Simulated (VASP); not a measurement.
Runs of VASP 6.6.1 on Ir. The structure is that of space group P6_3/mmc (No. 194), or close to it. The cells are those of the table. This isn't the form of Ir at room conditions, which is fcc.

```csv
cell,gap on the mesh (eV),pressure (GPa)
"a = 2.940, b = 2.940, c = 4.453 Å, angles 90.0, 90.0, 120.0°, 2 atoms",none,(b)
"a = 2.940, b = 2.940, c = 4.676 Å, angles 90.0, 90.0, 120.0°, 2 atoms",none,(a)
"a = 2.940, b = 2.940, c = 4.527 Å, angles 90.0, 90.0, 120.0°, 2 atoms",none,-34.1
"a = 2.940, b = 2.940, c = 4.601 Å, angles 90.0, 90.0, 120.0°, 2 atoms",none,-36.7
"a = 2.876, b = 2.876, c = 4.676 Å, angles 90.0, 90.0, 120.0°, 2 atoms",none,-33.2
"a = 2.830, b = 2.830, c = 4.809 Å, angles 90.0, 90.0, 120.0°, 2 atoms",none,-32.1
```

Alike in all rows: task single point; level PBE; potentials or basis VASP PAW PBE potentials, release 64 (Ir); no spin polarisation; k mesh 18 × 18 × 10; cutoff (eV) 520; smearing gaussian 0.15 eV.

Estimate the missing entries.

(a) -38.8; (b) -30.8.

Caveats: spin-orbit coupling is left out, which moves the levels of the heavy elements; the cell stands under tension (at least some runs); the stress differs along the axes, from -34 to -24 GPa (at least some runs); the stress differs along the axes, from -36 to -29 GPa (at least some runs); the stress differs along the axes, from -38 to -29 GPa (at least some runs).

A k mesh can miss the band edges, and the runs leave out spin-orbit coupling on Ir.

A gap of «none» marks levels without a gap at the run's occupations.
